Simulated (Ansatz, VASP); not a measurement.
## Rh: VASP beside Ansatz

Contents of INCAR:

```
SYSTEM = Rh
PREC = Accurate ; ENCUT = 500
EDIFF = 1E-6 ; ISMEAR = 0
SIGMA = 0.1 ; LREAL = .FALSE.
LASPH = .TRUE. ; NELM = 120
ALGO = Normal ; ISIF = 2
LWAVE = .FALSE. ; LCHARG = .TRUE.
GGA = PE ; IVDW = 12
LELF = .TRUE. ; LVHAR = .TRUE.
NBANDS = 14 ; GGA_COMPAT = .FALSE.
```

File KPOINTS:

```
Automatic mesh
0
G
  8 8 8
  0 0 0
```

The input POSCAR:

```
Rh
1.0
   -1.5110298079      1.5110298079      1.5110298079
    1.5110298079     -1.5110298079      1.5110298079
    1.5110298079      1.5110298079     -1.5110298079
Rh
1
Direct
    0.0000000000      0.0000000000      0.0000000000
```

Input for Ansatz:

```yaml
crystal:
  lattice:
    - [-1.5110298079, 1.5110298079, 1.5110298079]
    - [1.5110298079, -1.5110298079, 1.5110298079]
    - [1.5110298079, 1.5110298079, -1.5110298079]
  atoms:
    - { symbol: Rh, position: [0.0, 0.0, 0.0] }
basis:
  ecutwfc: 420
kpoints:
  mp_grid: { grid: [8, 8, 8] }
hamiltonian:
  xc: pbe
  dispersion: d3bj
  pseudopotentials: { kind: paw, azcp: { folder: soft_1 } }
scf:
  occupations: { method: gaussian, width: 0.1 }
output:
  forces: true
  stress: true
  eigenvalues: true
```

Alike in both runs: task single point; functional PBE; dispersion D3(BJ); k mesh 8 × 8 × 8; occupations gaussian, width 0.1 eV; no spin polarisation.

|  | VASP | Ansatz |
| --- | --- | --- |
| version | VASP 6.6.1 | Ansatz 0.2.0 |
| potentials or method | VASP PAW PBE potentials, release 64 (Rh_pv), cutoff 500 eV | scalar-relativistic, plane waves, PAW |
| valence electrons in the cell | 15 | 17 |

Ansatz gave:

```
gap on the k mesh at the Fermi level (eV) : none
pressure (GPa)                            : 4.7
```

Question: What did VASP give for the same quantities?

Answer: gap on the k mesh at the Fermi level (eV): none; pressure (GPa): 4.8.

A gap of «none» marks a metal or a gap that the smearing closes. VASP's potentials hold 15 valence electrons a cell and Ansatz's 17, so a difference there can come from the potentials and not from the codes.

The k mesh is coarse, so the values compare programs but aren't converged.
